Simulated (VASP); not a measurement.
Set up this calculation in VASP 6.6.1, as the native input.

```
Task                   : single point
Functional             : PBE
Potentials or basis    : VASP PAW PBE potentials, release 64 (Ta_pv, N)
Cutoff                 : 520 eV
k mesh                 : 2 × 2 × 2
Occupations            : fermi-dirac, width 0.17 eV
Spin                   : no spin polarisation
Dipole correction      : no
Further INCAR settings : ALGO = Normal; EDIFF = 1e-07; NBANDS = 60
```

The structure of TaN lies in POSCAR:

```
TaN
1.0
    5.4568860000      0.0000000000      0.0000000000
   -2.7284430000      4.7258020000      0.0000000000
    0.0000000000      0.0000000000      6.1075020000
Ta N
6 6
Direct
    0.0147861754      0.0275932001     -0.0258370771
    0.3586561881      0.7010027081      0.2110027962
    0.7176472402      0.3314781279      0.2324682006
   -0.0065807845     -0.0090566638      0.4596969432
    0.3271655982      0.7056791630      0.7454766286
    0.6813058853      0.3719368691      0.7099629276
    0.4057574728      0.0434212013     -0.0230699884
    0.6593451719      0.6564811645     -0.0212198048
    0.0455624861      0.4012652244     -0.0232500947
    0.4180450856      0.0330314304      0.4941954992
    0.6070798051      0.6496251853      0.5302986393
    0.0563745824      0.4109778615      0.4892671341
```

One way to write it, as run:

INCAR

```
SYSTEM = TaN
PREC = Accurate ; ENCUT = 520
EDIFF = 1E-7 ; ISMEAR = -1
SIGMA = 0.17 ; LREAL = .FALSE.
LASPH = .TRUE. ; NELM = 80
ALGO = Normal ; ISIF = 2
LWAVE = .FALSE. ; LCHARG = .TRUE.
GGA = PE ; LELF = .TRUE.
LVHAR = .TRUE. ; NBANDS = 60
```

KPOINTS

```
Automatic mesh
0
G
  2 2 2
  0 0 0
```

Potentials or basis: VASP PAW PBE potentials, release 64 (Ta_pv, N).

Run with:

```console
$ cat potpaw_PBE.64/Ta_pv/POTCAR potpaw_PBE.64/N/POTCAR > POTCAR
$ mpirun -np 1 vasp_std > vasp.out
```

It gave:

```yaml
Pressure: -20.3 GPa
Largest_force: 2.788 eV/Å
Band_gap_on_the_k_mesh: zero (band 48 reaches 6.52 eV, above the bottom of band 49 at 6.50 eV)
```

Caveat: the k points lie up to 0.66 Å⁻¹ apart; spin-orbit coupling is left out, which moves the levels of the heavy elements; forces of over 1 eV/Å act on the atoms, so gaps and moduli don't describe the material at rest.

Wall time 79 s on 1 thread of Intel(R) Xeon(R) Platinum 8488C (Sapphire Rapids) (shared host), peak memory 0.29 GiB.
